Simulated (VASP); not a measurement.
A run of VASP 6.6.1 is set up as follows.

INCAR

```
SYSTEM = Al
PREC = Accurate
ENCUT = 520
EDIFF = 1E-6
ISMEAR = -1
SIGMA = 0.05
LREAL = .FALSE.
LASPH = .TRUE.
NELM = 100
ALGO = Fast
ISIF = 2
LWAVE = .FALSE.
LCHARG = .TRUE.
GGA = PS
LELF = .TRUE.
LVHAR = .TRUE.
NBANDS = 8
```

The input KPOINTS:

```
Automatic mesh
0
G
  12 12 12
  0 0 0
```

The input POSCAR:

```
Al
1.0
   -1.6066449309      1.6066449309      1.6066449309
    1.6066449309     -1.6066449309      1.6066449309
    1.6066449309      1.6066449309     -1.6066449309
Al
1
Direct
    0.0000000000      0.0000000000      0.0000000000
```

Potentials or basis: VASP PAW PBE potentials, release 64 (Al).

The run is started by

```sh
$ cat potpaw_PBE.64/Al/POTCAR > POTCAR
$ mpirun -np 1 vasp_std > vasp.out
```

Q: Estimate the pressure.

A: 0.1 GPa.

Caveat: the PAW data sets were made with another functional, which shifts forces and pressure a little.
